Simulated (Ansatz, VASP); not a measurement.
One calculation of GaN, two programs

```
Ga N
1.0
     3.21627    0.00000    0.00000
     0.00000    4.54849    0.00000
     0.00000    0.00000   19.21630
Ga N
3 3
Cartesian
  0.8041 0.4187 8.1622
  2.4122 2.9074 9.6081
  0.8041 0.4187 11.0541
  2.4122 4.0505 7.9523
  0.8041 1.7996 9.6081
  2.4122 4.0505 11.2640
```

Alike in both runs: task single point; functional PBE; k mesh 8 × 6 × 1; occupations fermi-dirac, width 0.02 eV; no spin polarisation.

```csv
,VASP,Ansatz
version,VASP 6.6.1,Ansatz 0.2.0
potentials or method,"VASP PAW PBE potentials, release 64 (Ga_d, N)","PAW with Ansatz's default frozen-core files, scalar-relativistic"
plane-wave cutoff (eV),520,420
valence electrons in the cell,54,54
```

|  | VASP | Ansatz | Ansatz less VASP |
| --- | --- | --- | --- |
| gap on the k mesh at the Fermi level (eV) | 1.20 | 1.21 | +0.012 |
| rms of the force components (eV/Å) | 0.014 | 0.002 | -0.0116 |

Ansatz's warnings: structure snapped to symmetry.
